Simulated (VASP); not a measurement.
# B (P-4m2) in VASP: further runs, part 2 of 3

VASP 6.6.1. Earlier steps stand in the parts before.

## (4) Single point, PBE

This run uses another cell than the first one, of 9.46 Å³/atom, 1.003 times its volume.

INCAR reads:

```
ALGO     = Normal         # electronic algorithm
EDIFF    = 1E-7           # SCF threshold, eV
ENCUT    = 520            # plane-wave cutoff, eV
GGA      = PE             # functional
ISIF     = 2              # what is computed and relaxed
ISMEAR   = 0              # smearing method
LASPH    = True           # aspherical terms in the spheres
LCHARG   = False          # write CHGCAR
LREAL    = False          # projectors in reciprocal space
LWAVE    = False          # write WAVECAR
NBANDS   = 16             # bands
NELM     = 100            # most SCF steps
PREC     = Accurate       # precision mode
SIGMA    = 0.1            # smearing width, eV
```

KPOINTS reads:

```
k-points
0
Gamma
  4 4 6
```

POSCAR reads:

```
B
1.0
    3.3222750856      0.0000000000      0.0000000000
    0.0000000000      3.3222750856      0.0000000000
    0.0000000000      0.0000000000      4.2849564529
B
5
Direct
    0.0000000000      0.2507438697      0.6570552183
    0.2507438697      0.0000000000      0.3429447817
    0.7492561303      0.0000000000      0.3429447817
    0.0000000000      0.7492561303      0.6570552183
    0.0000000000      0.0000000000      0.0000000000
```

Potentials or basis: VASP PAW PBE potentials, release 64 (B).

Run with:

```console
$ cat potpaw_PBE.64/B/POTCAR > POTCAR
$ mpirun -np 1 vasp_std > vasp.out
```

OUTCAR:

```text
EDIFF = 1E-7
   ENCUT = 520
   GGA = PE
   ISIF = 2
   ISMEAR = 0
   LASPH = True
   LREAL = False
   NELM = 100
   PREC = Accurate

 ion  position               nearest neighbor table
   1  0.000  0.251  0.657-   4 1.66   4 1.67   5 1.69   3 1.79   2 1.79
   2  0.251  0.000  0.343-   3 1.66   3 1.67   5 1.69   1 1.79   4 1.79
   3  0.749  0.000  0.343-   2 1.66   2 1.67   5 1.69   4 1.79   1 1.79
   4  0.000  0.749  0.657-   1 1.66   1 1.67   5 1.69   3 1.79   2 1.79
   5  0.000  0.000  0.000-   1 1.69   2 1.69   3 1.69   4 1.69

  LATTYP: Found a simple tetragonal cell.
 ALAT       =     3.3222750856
 C/A-ratio  =     1.2897657005

  Lattice vectors:

 A1 = (   3.3222750856,   0.0000000000,   0.0000000000)
 A2 = (   0.0000000000,   3.3222750856,   0.0000000000)
 A3 = (   0.0000000000,   0.0000000000,   4.2849564529)

Analysis of symmetry for initial positions (statically):
=====================================================================
 Subroutine PRICEL returns:
 Original cell was already a primitive cell.

 Routine SETGRP: Setting up the symmetry group for a
 simple tetragonal supercell.

 Subroutine GETGRP returns: Found  8 space group operations
 (whereof  8 operations were pure point group operations)
 out of a pool of 16 trial point group operations.

The static configuration has the point symmetry D_2d.

Analysis of symmetry for dynamics (positions and initial velocities):
=====================================================================
 Subroutine PRICEL returns:
 Original cell was already a primitive cell.

 Routine SETGRP: Setting up the symmetry group for a
 simple tetragonal supercell.

 Subroutine GETGRP returns: Found  8 space group operations
 (whereof  8 operations were pure point group operations)
 out of a pool of 16 trial point group operations.

[... 126 lines left out ...]
  volume/ion in A,a.u.               =       9.46        63.83
  Fermi-wavevector in a.u.,A,eV,Ry     =   1.116433  2.109753 16.958614  1.246423
  Thomas-Fermi vector in A             =   2.253047
   LORBIT       =      0    0 simple, 1 ext, 2 COOP (PROOUT), +10 PAW based schemes
   GGA     = PE    functional components
   LHFCALC =     F    Hartree Fock is set to
   AEXX    =    0.0000 exact exchange contribution
   IVDW    =     0    specifies the selected vdW correction
   LEPSILON=     F    determine dielectric tensor
   LRPA    =     F    only Hartree local field effects (RPA)
 non-spin polarized calculation
 Gauss-broadening in eV      SIGMA  =   0.10
  energy-cutoff  :      520.00
  volume of cell :       47.30
 maximum number of plane-waves:      1304
 NGX is ok and might be reduce to    28
   NGX = 13   NGY = 13   NGZ = 15

 number of electron      15.0000000 magnetization

 Free energy of the ion-electron system (eV)
  ---------------------------------------------------
  ext. energy  EPLUGINS =         0.00000000
  ---------------------------------------------------
  free energy    TOTEN  =       -30.56955574 eV

  energy without entropy =      -30.56475212  energy(sigma->0) =      -30.56715393

 E-fermi :   3.7053     XC(G=0): -10.1982

 val. band max:        3.6669050063   @ k =   0.5000   0.2500   0.0000
 cond. band min:       3.7516006957   @ k =   0.0000   0.0000   0.5000
 fundamental gap:      0.0846956894
 Fermi energy:         3.7053008874

 k-point     1 :       0.0000    0.0000    0.0000
  band No.  band energies     occupation
      1     -11.1622      2.00000
      2      -5.2838      2.00000
      3      -4.4436      2.00000
      4      -1.7236      2.00000
      5      -0.7700      2.00000
      6       0.4845      2.00000
[... 433 lines left out ...]
      3      -3.7633      2.00000
      4      -3.7633      2.00000
      5      -0.9752      2.00000
      6      -0.9752      2.00000
[... 8 lines left out ...]
     15      15.1781      0.00000
     16      17.0986      0.00000

------------------------ aborting loop because EDIFF is reached ----------------------------------------

  FORCE on cell =-STRESS in cart. coord.  units (eV):
  Direction    XX          YY          ZZ          XY          YZ          ZX
  --------------------------------------------------------------------------------------
  -------------------------------------------------------------------------------------
  Total       -0.0253811     -0.0253811      0.0161184      0.0000000      0.0000000      0.0000000
  in kB       -0.8598114     -0.8598114      0.5460263      0.0000000      0.0000000      0.0000000
  external PRESSURE =      -0.3911988 kB  Pullay stress =       0.0000000 kB

 VOLUME and BASIS-vectors are now :
 -----------------------------------------------------------------------------
  energy-cutoff  :      520.00
  volume of cell :       47.30
      direct lattice vectors                 reciprocal lattice vectors
     3.322275086  0.000000000  0.000000000     0.300998555  0.000000000  0.000000000
     0.000000000  3.322275086  0.000000000     0.000000000  0.300998555  0.000000000
     0.000000000  0.000000000  4.284956453     0.000000000  0.000000000  0.233374600

 POSITION                                       TOTAL-FORCE (eV/Angst)
 -----------------------------------------------------------------------------------
      0.00000      0.83304      2.81545         0.000000      0.017709      0.000524
      0.83304      0.00000      1.46950         0.017709      0.000000     -0.000524
      2.48923      0.00000      1.46950        -0.017709      0.000000     -0.000524
      0.00000      2.48923      2.81545         0.000000     -0.017709      0.000524
      0.00000      0.00000      0.00000         0.000000      0.000000      0.000000
 -----------------------------------------------------------------------------------
    total drift:                                0.000000     -0.000000      0.000000

  FREE ENERGIE OF THE ION-ELECTRON SYSTEM (eV)
  ---------------------------------------------------
  free  energy   TOTEN  =       -30.5695557448 eV

  energy  without entropy=      -30.5647521156  energy(sigma->0) =      -30.56715393
```

OSZICAR:

```text
N       E                     dE             d eps       ncg     rms          rms(c)
DAV:   1     0.219883540681E+02    0.21988E+02   -0.64627E+03   768   0.808E+02
DAV:   2    -0.309073433996E+02   -0.52896E+02   -0.48750E+02  1016   0.163E+02
DAV:   3    -0.325977332258E+02   -0.16904E+01   -0.16770E+01  1048   0.262E+01
DAV:   4    -0.326065095485E+02   -0.87763E-02   -0.87755E-02   936   0.210E+00
DAV:   5    -0.326065907226E+02   -0.81174E-04   -0.81173E-04  1072   0.194E-01    0.702E+00
DAV:   6    -0.310437116728E+02    0.15629E+01   -0.14208E+00   928   0.667E+00    0.392E+00
DAV:   7    -0.305948331079E+02    0.44888E+00   -0.74945E-01  1008   0.469E+00    0.141E+00
DAV:   8    -0.305674762455E+02    0.27357E-01   -0.98069E-02   976   0.180E+00    0.449E-01
DAV:   9    -0.305692383719E+02   -0.17621E-02   -0.67694E-03   920   0.517E-01    0.814E-02
DAV:  10    -0.305694692427E+02   -0.23087E-03   -0.45011E-04   976   0.132E-01    0.320E-02
DAV:  11    -0.305695450648E+02   -0.75822E-04   -0.93282E-05   920   0.603E-02    0.983E-03
DAV:  12    -0.305695545121E+02   -0.94474E-05   -0.11402E-05   984   0.215E-02    0.479E-03
DAV:  13    -0.305695557134E+02   -0.12013E-05   -0.13482E-06   984   0.718E-03    0.562E-04
DAV:  14    -0.305695557448E+02   -0.31372E-07   -0.48267E-08   848   0.140E-03
   1 F= -.30569556E+02 E0= -.30567154E+02  d E =-.480363E-02
```

Run time: 7.3 s. Hardware: 1 thread of AMD EPYC 9R45 (Zen 5), shared host; peak memory 0.13 GiB.

Results:

```
Free energy   : -30.5696 eV
Pressure      : 0.0 GPa
Largest force : 0.018 eV/Å
```

Forces on the atoms (eV/Å):
```
B    0.000  0.018  0.001
B    0.018  0.000 -0.001
B   -0.018  0.000 -0.001
B    0.000 -0.018  0.001
B    0.000  0.000  0.000
```

Stress tensor (GPa, compression positive):
```
-0.09  0.00  0.00
 0.00 -0.09  0.00
 0.00  0.00  0.05
```

Caveat: the k points lie up to 0.47 Å⁻¹ apart.

(Continued in part 3 of 3.)
